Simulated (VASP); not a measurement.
Set up this calculation in VASP 6.6.1, as the native input.

```yaml
Task: single point
Functional: r2SCAN
Dispersion: D3(BJ)
Potentials_or_basis: VASP PAW PBE potentials, release 64 (Se, Sn_d)
Cutoff: 520 eV
k_mesh: 10 × 10 × 10
Occupations: gaussian, width 0.05 eV
Spin: no spin polarisation
Dipole_correction: no
Further_INCAR_settings: ALGO = Normal; EDIFF = 1e-06; NBANDS = 17
```

The system is SnSe.

```
CELL_PARAMETERS angstrom
3.42907 0.00000 0.00000
0.00000 3.42907 0.00000
0.00000 0.00000 3.42907
ATOMIC_POSITIONS crystal
Se 0.00000 0.00000 0.00000
Sn 0.50000 0.50000 0.50000
```

These files were run (other wordings do the same):

POSCAR

```
SnSe
1.0
    3.4290700986      0.0000000000      0.0000000000
    0.0000000000      3.4290700986      0.0000000000
    0.0000000000      0.0000000000      3.4290700986
Se Sn
1 1
Direct
    0.0000000000      0.0000000000      0.0000000000
    0.5000000000      0.5000000000      0.5000000000
```

INCAR.step1

```
SYSTEM = SnSe
  ALGO = Normal
  EDIFF = 1E-4
  ENCUT = 520
  GGA = PE
  ISMEAR = 0
  LASPH = .True.
  LCHARG = .False.
  LREAL = .False.
  LWAVE = .True.
  NBANDS = 17
  NELM = 80
  PREC = Accurate
  SIGMA = 0.05
```

INCAR.step2

```
SYSTEM = SnSe
  ALGO = Normal
  EDIFF = 1E-6
  ENCUT = 520
  ISIF = 2
  ISMEAR = 0
  ISTART = 1
  IVDW = 12
  LASPH = .True.
  LCHARG = .False.
  LMIXTAU = .True.
  LREAL = .False.
  LWAVE = .False.
  METAGGA = R2SCAN
  NBANDS = 17
  NELM = 80
  PREC = Accurate
  SIGMA = 0.05
  VDW_A1 = 0.49484001
  VDW_A2 = 5.73083694
  VDW_S6 = 1.0
  VDW_S8 = 0.78981345
```

KPOINTS

```
k-points
0
Gamma
  10 10 10
  0 0 0
```

Potentials or basis: VASP PAW PBE potentials, release 64 (Se, Sn_d).

Command:

```sh
$ cat potpaw_PBE.64/Se/POTCAR potpaw_PBE.64/Sn_d/POTCAR > POTCAR
$ cp INCAR.step1 INCAR
$ mpirun -np 1 vasp_std > vasp.out
$ cp INCAR.step2 INCAR
$ mpirun -np 1 vasp_std > vasp.out
```

Results of the run:

```yaml
Pressure: 14.0 GPa
Band_gap_on_the_k_mesh: zero (bands 10 and 11 overlap by 2.50 eV)
Dispersion_energy_per_atom: -0.226 eV
```

Caveat: the cell stands under pressure; the PAW data sets were made with another functional, which shifts forces and pressure a little; spin-orbit coupling is left out, which moves the levels of the heavy elements.

It took 3.4 min on 1 thread of Intel Xeon 8259CL (shared host), peak memory 0.2 GiB.
